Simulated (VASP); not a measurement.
# MnPt2 (P-3m1) in VASP: single point with PBE

Aim: the single point of MnPt2 with PBE.

Everything below comes from runs of VASP 6.6.1. Logs are shortened: lines on timing, memory, paths and dates and some standing lists are left out, and cuts for length are marked.

## 1. The cell of the first run

It takes space group P-3m1 (No. 164, trigonal). The conventional cell has a = 2.858 Å, b = 2.858 Å, c = 6.533 Å, α = 90.00°, β = 90.00°, γ = 120.00°. Mn (site symmetry -3m) has 6 Pt at 2.64 Å and 6 Mn at 2.86 Å within 3.5 Å. Within 3.5 Å of Pt (site symmetry 3m) lie 3 Mn at 2.64 Å and 9 Pt at 2.86 to 2.91 Å.

## 2. Single point, PBE, collinear spin, ferromagnetic start

Input file INCAR:

```
PREC     = Accurate       # precision mode
ENCUT    = 500            # plane-wave cutoff, eV
EDIFF    = 1E-6           # SCF threshold, eV
ISMEAR   = 0              # smearing method
SIGMA    = 0.1            # smearing width, eV
LREAL    = F              # projectors in reciprocal space
LASPH    = T              # aspherical terms in the spheres
NELM     = 200            # most SCF steps
ALGO     = Normal         # electronic algorithm
ISIF     = 2              # what is computed and relaxed
LWAVE    = F              # write WAVECAR
LCHARG   = F              # write CHGCAR
ISPIN    = 2              # spin polarisation
MAGMOM   = 4 1 1          # initial moments
LORBIT   = 11             # projections on sites
LMAXMIX  = 4              # l up to which the mixer works
GGA      = PE             # functional
NBANDS   = 28             # bands
GGA_COMPAT= F
```

Input file KPOINTS:

```
regular mesh
0
Gamma
  6 6 4
```

Input file POSCAR:

```
MnPt2
1.0
    2.8584044518      0.0000000000      0.0000000000
   -1.4292022259      2.4754508696      0.0000000000
    0.0000000000      0.0000000000      6.5325040000
Mn Pt
1 2
Direct
    0.0000000000      0.0000000000      0.0000000000
    0.3333333300      0.6666666700      0.6837940000
    0.6666666700      0.3333333300      0.3162060000
```

Potentials or basis: VASP PAW PBE potentials, release 64 (Mn_pv, Pt).

Started as:

```console
> cat potpaw_PBE.64/Mn_pv/POTCAR potpaw_PBE.64/Pt/POTCAR > POTCAR
> mpirun -np 1 vasp_std > vasp.out
```

OUTCAR:

```text
PREC = Accurate
   ENCUT = 500
   EDIFF = 1E-6
   ISMEAR = 0
   LREAL = F
   LASPH = T
   NELM = 200
   ISIF = 2
   ISPIN = 2
   LORBIT = 11
   GGA = PE

 ion  position               nearest neighbor table
   1  0.000  0.000  0.000-   2 2.64   3 2.64   3 2.64   2 2.64   3 2.64   2 2.64
   2  0.333  0.667  0.684-   1 2.64   1 2.64   1 2.64   3 2.91   3 2.91   3 2.91
   3  0.667  0.333  0.316-   1 2.64   1 2.64   1 2.64   2 2.91   2 2.91   2 2.91

  LATTYP: Found a hexagonal cell.
 ALAT       =     2.8584044518
 C/A-ratio  =     2.2853672775

  Lattice vectors:

 A1 = (   2.8584044518,   0.0000000000,   0.0000000000)
 A2 = (  -1.4292022259,   2.4754508696,   0.0000000000)
 A3 = (   0.0000000000,   0.0000000000,   6.5325040000)

Analysis of symmetry for initial positions (statically):
=====================================================================
 Subroutine PRICEL returns:
 Original cell was already a primitive cell.

 Routine SETGRP: Setting up the symmetry group for a
 hexagonal supercell.

 Subroutine GETGRP returns: Found 12 space group operations
 (whereof 12 operations were pure point group operations)
 out of a pool of 24 trial point group operations.

The static configuration has the point symmetry D_3d.

Analysis of symmetry for dynamics (positions and initial velocities):
=====================================================================
 Subroutine PRICEL returns:
 Original cell was already a primitive cell.

 Routine SETGRP: Setting up the symmetry group for a
 hexagonal supercell.

 Subroutine GETGRP returns: Found 12 space group operations
 (whereof 12 operations were pure point group operations)
 out of a pool of 24 trial point group operations.

The dynamic configuration has the point symmetry D_3d.

Analysis of structural, dynamic, and magnetic symmetry:
=====================================================================
 Subroutine PRICEL returns:
 Original cell was already a primitive cell.

 Routine SETGRP: Setting up the symmetry group for a
 hexagonal supercell.

 Subroutine GETGRP returns: Found 12 space group operations
 (whereof 12 operations were pure point group operations)
 out of a pool of 24 trial point group operations.

The overall configuration has the point symmetry D_3d.

 Subroutine INISYM returns: Found 12 space group operations
 (whereof 12 operations are pure point group operations),
 and found     1 'primitive' translations

[... 120 lines left out ...]
   GGA     = PE    functional components
   LHFCALC =     F    Hartree Fock is set to
   AEXX    =    0.0000 exact exchange contribution
   IVDW    =     0    specifies the selected vdW correction
   LEPSILON=     F    determine dielectric tensor
   LRPA    =     F    only Hartree local field effects (RPA)
 spin polarized calculation
 Gauss-broadening in eV      SIGMA  =   0.10
  energy-cutoff  :      500.00
  volume of cell :       46.22
 maximum number of plane-waves:      1188
 NGX is ok and might be reduce to    24
   NGX = 11   NGY = 11   NGZ = 23

 number of electron      33.0000009 magnetization       4.6359072

 Free energy of the ion-electron system (eV)
  ---------------------------------------------------
  ext. energy  EPLUGINS =         0.00000000
  ---------------------------------------------------
  free energy    TOTEN  =       -21.88094895 eV

  energy without entropy =      -21.87120546  energy(sigma->0) =      -21.87607721

 E-fermi :   9.5555     XC(G=0): -12.8424

 val. band max:        9.5304959372   @ k =   0.5000   0.0000   0.2500
 cond. band min:       9.5702909714   @ k =   0.0000   0.1667   0.2500
 fundamental gap:      0.0397950342
 Fermi energy:         9.5554532477

 spin component 1

 k-point     1 :       0.0000    0.0000    0.0000
  band No.  band energies     occupation
      1     -40.2546      1.00000
      2     -40.2546      1.00000
      3     -40.2502      1.00000
      4       0.2461      1.00000
      5       2.5672      1.00000
      6       3.6919      1.00000
[... 733 lines left out ...]
     27      22.1786      0.00000
     28      22.2990      0.00000
 Fermi energy:         9.5554532477

 spin component 2

 k-point     1 :       0.0000    0.0000    0.0000
  band No.  band energies     occupation
      1     -36.2636      1.00000
      2     -36.1784      1.00000
      3     -36.1784      1.00000
      4       0.4933      1.00000
      5       2.7138      1.00000
      6       4.4959      1.00000
[... 733 lines left out ...]
     27      22.8806      0.00000
     28      22.8957      0.00000

------------------------ aborting loop because EDIFF is reached ----------------------------------------

  FORCE on cell =-STRESS in cart. coord.  units (eV):
  Direction    XX          YY          ZZ          XY          YZ          ZX
  --------------------------------------------------------------------------------------
  -------------------------------------------------------------------------------------
  Total       -0.6161895     -0.6161895      0.3599716      0.0000000     -0.0000000      0.0000000
  in kB      -21.3583272    -21.3583272     12.4773140      0.0000000     -0.0000000      0.0000000
  external PRESSURE =     -10.0797801 kB  Pullay stress =       0.0000000 kB

 VOLUME and BASIS-vectors are now :
 -----------------------------------------------------------------------------
  energy-cutoff  :      500.00
  volume of cell :       46.22
      direct lattice vectors                 reciprocal lattice vectors
     2.858404452  0.000000000  0.000000000     0.349845523  0.201983407  0.000000000
    -1.429202226  2.475450870  0.000000000     0.000000000  0.403966814  0.000000000
     0.000000000  0.000000000  6.532504000     0.000000000  0.000000000  0.153080656

 POSITION                                       TOTAL-FORCE (eV/Angst)
 -----------------------------------------------------------------------------------
      0.00000      0.00000      0.00000        -0.000000      0.000000      0.000000
     -0.00000      1.65030      4.46689         0.000000     -0.000000     -0.017855
      1.42920      0.82515      2.06562        -0.000000      0.000000      0.017855
 -----------------------------------------------------------------------------------
    total drift:                               -0.000000     -0.000000      0.000000

  FREE ENERGIE OF THE ION-ELECTRON SYSTEM (eV)
  ---------------------------------------------------
  free  energy   TOTEN  =       -21.8809489526 eV

  energy  without entropy=      -21.8712054588  energy(sigma->0) =      -21.87607721

 total charge

# of ion       s       p       d       tot
------------------------------------------
    1        0.318   6.266   4.963  11.548
    2        0.651   0.531   8.047   9.229
    3        0.651   0.531   8.047   9.229
--------------------------------------------------
tot          1.619   7.329  21.057  30.005

 magnetization (x)

# of ion       s       p       d       tot
------------------------------------------
    1        0.018   0.025   3.739   3.782
    2       -0.018  -0.005   0.360   0.337
    3       -0.018  -0.005   0.360   0.337
--------------------------------------------------
tot         -0.018   0.015   4.460   4.456
```

stdout:

```text
POSCAR found type information on POSCAR MnPt
 POSCAR found :  2 types and       3 ions
 scaLAPACK will be used
 LDA part: xc-table for (Slater+PW92), standard interpolation
 POSCAR, INCAR and KPOINTS ok, starting setup
 FFT: planning ... GRIDC
 FFT: planning ... GRID_SOFT
 FFT: planning ... GRID
 WAVECAR not read
 entering main loop
```

It took 1.8 min on 1 thread of AMD EPYC 7R13 (Zen 3), shared host; peak memory 0.18 GiB.

Results:

```yaml
Free_energy: -21.8809 eV
Pressure: -1.0 GPa
Largest_force: 0.018 eV/Å
Net_moment: 4.64 μB per cell
Site_moments: Mn +3.78; Pt +0.34 μB
Valence_electrons_inside_the_program's_atomic_spheres: Mn 11.55; Pt 9.23
```

Forces on the atoms (eV/Å):
```
Mn   0.000  0.000  0.000
Pt   0.000  0.000 -0.018
Pt   0.000  0.000  0.018
```

Levels at points of the mesh, in eV from the Fermi level:
Spin up:
```csv
k point,band 15,band 16,band 17,band 18,band 19,band 20,band 21,band 22,band 23,band 24
"(0.00, 0.00, 0.00)",-2.20,-1.62,-1.62,-1.10,-1.10,-0.85,-0.85,10.05,11.10,14.99
"(0.50, 0.00, 0.00)",-0.32,-0.30,-0.23,0.13,1.51,1.74,1.96,5.69,5.74,8.55
"(0.00, 0.00, 0.50)",-1.79,-1.79,-1.79,-1.79,-0.18,-0.18,0.25,6.03,14.29,14.88
"(0.50, 0.00, 0.50)",-0.98,-0.68,-0.40,-0.18,-0.13,1.86,2.60,4.81,8.43,8.90
```
Spin down:
```
           k point  band 13  band 14  band 15  band 16  band 17  band 18
(0.00, 0.00, 0.00)    -1.87    -1.87    -0.91    -0.91     0.72     1.33
(0.50, 0.00, 0.00)     0.07     0.12     0.14     1.64     1.95     2.36
(0.00, 0.00, 0.50)    -1.57    -1.42    -1.42     0.30     0.49     1.38
(0.50, 0.00, 0.50)    -0.40     0.05     0.17     0.71     1.46     1.92
```

Caveat: the k points lie up to 0.42 Å⁻¹ apart; spin-orbit coupling is left out, which moves the levels of the heavy elements.
